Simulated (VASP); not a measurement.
Write the native input for VASP 6.6.1 that does the following.

| Item | Value |
| --- | --- |
| Task | single point |
| Functional | PBE |
| Potentials or basis | VASP PAW PBE potentials, release 64 (C, Si) |
| Cutoff | 520 eV |
| k mesh | 4 × 4 × 4 |
| Occupations | gaussian, width 0.01 eV |
| Spin | no spin polarisation |
| Dipole correction | no |
| Further INCAR settings | ALGO = Normal; EDIFF = 1e-07; NBANDS = 16 |

The structure of SiC lies in POSCAR:

```
SiC
1.0
    1.4883866412      0.8593204280      5.1375885007
   -1.4883866412      0.8593204280      5.1375885007
    0.0000000000     -1.7186408559      5.1375885007
C Si
2 2
Direct
    0.4491910688      0.4491910688      0.4491910688
    0.5508089312      0.5508089312      0.5508089312
    0.9254740592      0.9254740592      0.9254740592
    0.0745259408      0.0745259408      0.0745259408
```

This cell differs from its parent crystal: volume changed by -10%.

The input as run:

INCAR

```
PREC = Accurate ; ENCUT = 520
EDIFF = 1E-7 ; ISMEAR = 0
SIGMA = 0.01 ; LREAL = F
LASPH = T ; NELM = 80
ALGO = Normal ; ISIF = 2
LWAVE = F ; LCHARG = F
GGA = PE ; NBANDS = 16
```

KPOINTS

```
regular mesh
0
Gamma
  4 4 4
```

Potentials or basis: VASP PAW PBE potentials, release 64 (C, Si).

The run is started by

```bash
$ cat potpaw_PBE.64/C/POTCAR potpaw_PBE.64/Si/POTCAR > POTCAR
$ mpirun -np 1 vasp_std > vasp.out
```

Results of the run:

```
Pressure               : 29.5 GPa
Largest force          : 0.577 eV/Å
Band gap on the k mesh : 0.26 eV, indirect (least direct gap 1.67 eV)
```

Caveat: the k points lie up to 0.62 Å⁻¹ apart.

Run time: 24 s on 1 thread of Intel Xeon 6975P-C, on a shared host, peak memory 0.23 GiB.
